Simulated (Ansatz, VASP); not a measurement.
## NaF: VASP beside Ansatz

File INCAR:

```
SYSTEM = NaF
PREC     = Accurate       ! precision mode
ENCUT    = 520            ! plane-wave cutoff, eV
EDIFF    = 1E-6           ! SCF threshold, eV
ISMEAR   = 0              ! smearing method
SIGMA    = 0.01           ! smearing width, eV
LREAL    = .FALSE.        ! projectors in reciprocal space
LASPH    = .TRUE.         ! aspherical terms in the spheres
NELM     = 100            ! most SCF steps
ALGO     = Normal         ! electronic algorithm
ISIF     = 2              ! what is computed and relaxed
LWAVE    = .FALSE.        ! write WAVECAR
LCHARG   = .FALSE.        ! write CHGCAR
GGA      = PS             ! functional
NBANDS   = 14             ! bands
```

File KPOINTS:

```
regular mesh
0
G
  8 8 8
  0 0 0
```

File POSCAR:

```
NaF
1.0
    2.3382471111      2.3382471111      0.0000000000
   -2.3382471111      2.3382471111      0.0000000000
    0.0000000000      2.3382471111      2.3040132455
Na F
1 1
Direct
    0.0000000000      0.0000000000      0.0000000000
    0.5000000000      0.5000000000      0.0000000000
```

Input for Ansatz:

```yaml
crystal:
  lattice:
    - [2.33824711114, 2.33824711114, 0.0]
    - [-2.33824711114, 2.33824711114, 0.0]
    - [0.0, 2.33824711114, 2.30401324545]
  atoms:
    - { symbol: Na, position: [0.0, 0.0, 0.0] }
    - { symbol: F, position: [0.5, 0.5, 0.0] }
kpoints:
  mp_grid: { grid: [8, 8, 8] }
scf:
  occupations: { method: fixed }
  convergence: { dr2_threshold: 1.0e-10 }
hamiltonian:
  xc: pbesol
  pseudopotentials: { kind: all_electron, lapw: { basis_error: 0.0005 } }
output:
  forces: true
  stress: true
  eigenstates:
    kpoints:
      - [0.0, 0.0, 0.0]
      - [-0.5, -0.5, -0.5]
      - [-0.5, 0.5, 0.0]
      - [0.0, 0.0, -0.5]
      - [0.0, -0.5, -0.5]
      - [0.0, 0.5, 0.0]
      - [-0.5, 0.0, 0.0]
      - [-0.5, 0.0, -0.5]
  eigenvalues: true
```

Change from the starting cell: film at in-plane strain +0.01.

Alike in both runs: task single point; functional PBEsol; k mesh 8 × 8 × 8; no spin polarisation.

```csv
,VASP,Ansatz
version,VASP 6.6.1,Ansatz 0.2.0
potentials or method,"VASP PAW PBE potentials, release 64 (Na_pv, F), cutoff 520 eV","all-electron LAPW, scalar-relativistic"
occupations,"gaussian, width 0.01 eV",fixed
```

|  | VASP | Ansatz | Ansatz less VASP |
| --- | --- | --- | --- |
| gap on the k mesh at the Fermi level (eV) | 6.09 | 6.11 | +0.011 |
| pressure (GPa) | -0.8 | -0.7 | +0.11 |
| traceless stress, the component that is largest in VASP (GPa) | 0.76 | 0.74 | -0.028 |

VASP's potentials were made for PBE, not for PBEsol. Ansatz ran all-electron here, and VASP with PAW potentials.
